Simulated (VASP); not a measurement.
# MgS (P6_3/mmc) in VASP: notebook, part 3 of 3

VASP 6.6.1. The steps go on from the part before.

## 4. Relaxation of cell and atoms, PBE

This run uses another cell than the first one, of 17.88 Å³/atom.

Contents of INCAR:

```
SYSTEM = MgS
PREC = Accurate
ENCUT = 600
EDIFF = 1E-7
ISMEAR = 0
SIGMA = 0.02
LREAL = .FALSE.
LASPH = .TRUE.
NELM = 60
ALGO = Normal
ISIF = 3
LWAVE = .FALSE.
LCHARG = .FALSE.
GGA = PE
IBRION = 2
NSW = 65
EDIFFG = -0.01
```

Contents of KPOINTS:

```
regular mesh
0
G
  9 9 3
  0 0 0
```

Contents of POSCAR:

```
MgS
1.0
    3.6979480323      0.0000000000      0.0000000000
   -1.8489740162      3.2025169379      0.0000000000
    0.0000000000      0.0000000000     12.0774921543
Mg S
4 4
Direct
    0.0000000000      0.0000000000      0.0000000000
    0.3333333333      0.6666666667      0.2500000000
    0.0000000000      0.0000000000      0.5000000000
    0.6666666667      0.3333333333      0.7500000000
    0.6666666667      0.3333333333      0.1250000000
    0.6666666667      0.3333333333      0.3750000000
    0.3333333333      0.6666666667      0.6250000000
    0.3333333333      0.6666666667      0.8750000000
```

Potentials or basis: VASP PAW PBE potentials, release 64 (Mg, S).

Launch:

```bash
> cat potpaw_PBE.64/Mg/POTCAR potpaw_PBE.64/S/POTCAR > POTCAR
> mpirun -np 1 vasp_std > vasp.out
```

OUTCAR:

```text
SYSTEM = MgS
   PREC = Accurate
   ENCUT = 600
   EDIFF = 1E-7
   ISMEAR = 0
   LREAL = .FALSE.
   LASPH = .TRUE.
   NELM = 60
   ISIF = 3
   GGA = PE
   IBRION = 2
   NSW = 65
   EDIFFG = -0.01

 ion  position               nearest neighbor table
   1  0.000  0.000  0.000-   5 2.61   8 2.61   5 2.61   8 2.61   5 2.61   8 2.61
   2  0.333  0.667  0.250-   5 2.61   6 2.61   5 2.61   6 2.61   5 2.61   6 2.61
   3  0.000  0.000  0.500-   6 2.61   7 2.61   6 2.61   7 2.61   6 2.61   7 2.61
   4  0.667  0.333  0.750-   7 2.61   8 2.61   7 2.61   8 2.61   7 2.61   8 2.61
   5  0.667  0.333  0.125-   2 2.61   1 2.61   2 2.61   1 2.61   1 2.61   2 2.61
   6  0.667  0.333  0.375-   2 2.61   3 2.61   2 2.61   3 2.61   3 2.61   2 2.61
   7  0.333  0.667  0.625-   4 2.61   3 2.61   4 2.61   3 2.61   3 2.61   4 2.61
   8  0.333  0.667  0.875-   4 2.61   1 2.61   4 2.61   1 2.61   1 2.61   4 2.61

  LATTYP: Found a hexagonal cell.
 ALAT       =     3.6979480323
 C/A-ratio  =     3.2659983452

  Lattice vectors:

 A1 = (   3.6979480323,   0.0000000000,   0.0000000000)
 A2 = (  -1.8489740162,   3.2025169379,   0.0000000000)
 A3 = (   0.0000000000,   0.0000000000,  12.0774921543)

Analysis of symmetry for initial positions (statically):
=====================================================================
 Subroutine PRICEL returns:
 Original cell was already a primitive cell.

 Routine SETGRP: Setting up the symmetry group for a
 hexagonal supercell.

 Subroutine GETGRP returns: Found 24 space group operations
 (whereof 12 operations were pure point group operations)
 out of a pool of 24 trial point group operations.

The static configuration has the point symmetry D_3d.
 The point group associated with its full space group is D_6h.

Analysis of symmetry for dynamics (positions and initial velocities):
=====================================================================
 Subroutine PRICEL returns:
 Original cell was already a primitive cell.

 Routine SETGRP: Setting up the symmetry group for a
 hexagonal supercell.

 Subroutine GETGRP returns: Found 24 space group operations
[... 125 lines left out ...]
   PSTRESS=    0.0 pullay stress
   NELECT =      32.0000    total number of electrons
   NUPDOWN=      -1.0000    fix difference up-down
   EMIN   =  10.00;   EMAX   =-10.00  energy-range for DOS
   EFERMI =   0.00;   METHOD = LEGACY
   ISMEAR =     0;   SIGMA  =   0.02  broadening in eV -4-tet -1-fermi 0-gaus
   EFERMI_NEDOS =   21; number of points for ismear=-14 and -15
   IALGO  =     38    algorithm
   IMIX   =      4    mixing-type and parameters
     AMIX     =   0.40;   BMIX     =  1.00
     AMIX_MAG =   1.60;   BMIX_MAG =  1.00
  volume/ion in A,a.u.               =      17.88       120.65
  Fermi-wavevector in a.u.,A,eV,Ry     =   0.993837  1.878080 13.438637  0.987712
  Thomas-Fermi vector in A             =   2.125747
   LORBIT       =      0    0 simple, 1 ext, 2 COOP (PROOUT), +10 PAW based schemes
   GGA     = PE    functional components
   LHFCALC =     F    Hartree Fock is set to
   AEXX    =    0.0000 exact exchange contribution
   IVDW    =     0    specifies the selected vdW correction
   LEPSILON=     F    determine dielectric tensor
   LRPA    =     F    only Hartree local field effects (RPA)
 conjugate gradient relaxation of ions
 non-spin polarized calculation
 Gauss-broadening in eV      SIGMA  =   0.02
  energy-cutoff  :      600.00
  volume of cell :      143.03
 maximum number of plane-waves:      4806
 NGX is ok and might be reduce to    30
   NGX = 15   NGY = 15   NGZ = 49

--------------------------------------- Ionic step        1  -------------------------------------------

 number of electron      31.9999997 magnetization

 Free energy of the ion-electron system (eV)
  ---------------------------------------------------
  ext. energy  EPLUGINS =         0.00000000
  ---------------------------------------------------
  free energy    TOTEN  =       -32.86068475 eV

  energy without entropy =      -32.86068475  energy(sigma->0) =      -32.86068475

------------------------ aborting loop because EDIFF is reached ----------------------------------------

  FORCE on cell =-STRESS in cart. coord.  units (eV):
  Direction    XX          YY          ZZ          XY          YZ          ZX
  --------------------------------------------------------------------------------------
  -------------------------------------------------------------------------------------
  Total       -1.1383516     -1.1383516      7.0529128      0.0000000     -0.0000000      0.0000000
  in kB      -12.7514037    -12.7514037     79.0041843      0.0000000     -0.0000000      0.0000000
  external PRESSURE =      17.8337923 kB  Pullay stress =       0.0000000 kB
[... 281 lines left out ...]
--------------------------------------- Ionic step        8  -------------------------------------------

 number of electron      31.9999998 magnetization

 Free energy of the ion-electron system (eV)
  ---------------------------------------------------
  ext. energy  EPLUGINS =         0.00000000
  ---------------------------------------------------
  free energy    TOTEN  =       -33.09313570 eV

  energy without entropy =      -33.09313570  energy(sigma->0) =      -33.09313570

 E-fermi :   3.8774     XC(G=0):  -9.5421

 val. band max:        3.7608932406   @ k =   0.0000   0.0000   0.0000
 cond. band min:       6.0705684587   @ k =   0.4444  -0.0000   0.0000
 fundamental gap:      2.3096752181
 Fermi energy:         3.8773609639

 k-point     1 :       0.0000    0.0000    0.0000
  band No.  band energies     occupation
      1      -9.0367      2.00000
      2      -8.5303      2.00000
      3      -8.4967      2.00000
      4      -7.8162      2.00000
      5      -1.4519      2.00000
      6       0.4303      2.00000
[... 600 lines left out ...]
  FREE ENERGIE OF THE ION-ELECTRON SYSTEM (eV)
  ---------------------------------------------------
  free  energy   TOTEN  =       -33.0931357008 eV

  energy  without entropy=      -33.0931357008  energy(sigma->0) =      -33.09313570

 reached required accuracy - stopping structural energy minimisation
```

OSZICAR:

```text
N       E                     dE             d eps       ncg     rms          rms(c)
DAV:   1     0.163305642481E+03    0.16331E+03   -0.13930E+04  1008   0.142E+03
DAV:   2    -0.193754737839E+02   -0.18268E+03   -0.17425E+03  1428   0.208E+02
DAV:   3    -0.344874931392E+02   -0.15112E+02   -0.15029E+02  1251   0.664E+01
[... 74 lines left out ...]
DAV:   3    -0.330931420460E+02    0.78169E-05   -0.92253E-06  1197   0.195E-02    0.214E-02
DAV:   4    -0.330931360399E+02    0.60061E-05   -0.14749E-05  1183   0.201E-02    0.699E-03
DAV:   5    -0.330931358988E+02    0.14108E-06   -0.22748E-06  1143   0.881E-03    0.196E-03
DAV:   6    -0.330931357399E+02    0.15891E-06   -0.21757E-07   840   0.264E-03    0.168E-03
DAV:   7    -0.330931357008E+02    0.39084E-07   -0.40578E-08   579   0.127E-03
   8 F= -.33093136E+02 E0= -.33093136E+02  d E =-.174071E-03
```

It took 4 min on 1 thread of Intel Xeon 6975P-C (Granite Rapids), shared host; peak memory 0.32 GiB.

Results:

```yaml
Free_energy: -33.0931 eV
Relaxed_volume: 18.18 Å³/atom
Relaxed_cell: a = 3.656 Å, b = 3.656 Å, c = 12.569 Å, α = 90.00°, β = 90.00°, γ = 120.00°
Space_group_after_relaxing_to_0.1_Å: P6_3/mmc (No. 194)
Energy_gained_by_relaxing: 29.1 meV/atom
Ionic_steps: 8
Pressure_after_relaxing: 0.0 GPa
Band_gap_on_the_k_mesh: 2.31 eV (least direct gap 2.72 eV)
```

Forces on the atoms (eV/Å):
```
Mg   0.000  0.000  0.000
Mg   0.000  0.000  0.000
Mg   0.000  0.000  0.000
Mg   0.000  0.000  0.000
S    0.000  0.000 -0.002
S    0.000  0.000  0.002
S    0.000  0.000 -0.002
S    0.000  0.000  0.002
```

The path:
| step | energy change (eV) | largest force (eV/Å) | pressure (GPa) | volume (Å³) |
| --- | --- | --- | --- | --- |
| 1 | 0.0000 | 0.8448 | 1.78 | 143.03 |
| 2 | -0.2262 | 0.1062 | -0.76 | 147.07 |
| 3 | -0.2264 | 0.0860 | -0.83 | 147.21 |
| 4 | -0.2323 | 0.0199 | 0.08 | 145.28 |
| 5 | -0.2323 | 0.0236 | 0.03 | 145.39 |
| 6 | -0.2323 | 0.0249 | 0.01 | 145.43 |
| 7 | -0.2324 | 0.0138 | 0.00 | 145.45 |
| 8 | -0.2325 | 0.0021 | -0.01 | 145.48 |

Final structure:
```
CELL_PARAMETERS angstrom
3.65580 0.00000 0.00000
-1.82790 3.16602 0.00000
0.00000 0.00000 12.56913
ATOMIC_POSITIONS crystal
Mg 0.00000 0.00000 0.00000
Mg 0.33333 0.66667 0.25000
Mg 0.00000 0.00000 0.50000
Mg 0.66667 0.33333 0.75000
S 0.66667 0.33333 0.12094
S 0.66667 0.33333 0.37906
S 0.33333 0.66667 0.62094
S 0.33333 0.66667 0.87906
```

Levels at points of the mesh, in eV from the valence-band top:
```csv
k point,band 13,band 14,band 15,band 16,band 17,band 18,band 19,band 20
"(0.00, 0.00, 0.00)",-0.31,-0.24,0.00,0.00,2.83,3.95,5.06,5.19
```

Caveat: an odd mesh through Γ misses points on the zone boundary, where band edges can lie.

## 5. Summary

| task | cell | k mesh | cutoff (eV) | gap on the mesh (eV) | pressure (GPa) |
| --- | --- | --- | --- | --- | --- |
| single point | a = 3.660, b = 3.660, c = 12.584 Å, angles 90.0, 90.0, 120.0°, 8 atoms, atomic positions A | 9 × 9 × 3 | 520 | 2.31 | -0.3 |
| single point | a = 3.672, b = 3.672, c = 18.634 Å, angles 90.0, 90.0, 120.0°, 12 atoms, atomic positions B | 9 × 9 × 2 | 520 | 2.43 | -0.3 |
| relaxation of cell and atoms | relaxed from a = 3.698, b = 3.698, c = 12.077 Å, angles 90.0, 90.0, 120.0°, 8 atoms, atomic positions C | 9 × 9 × 3 | 600 | 2.31 | 0.0 |

Alike in all rows: level PBE; potentials or basis VASP PAW PBE potentials, release 64 (Mg, S); no spin polarisation; smearing gaussian 0.02 eV.

Caveats: an odd mesh through Γ misses points on the zone boundary, where band edges can lie.

Absolute energies hang on the potentials; compare differences alone.
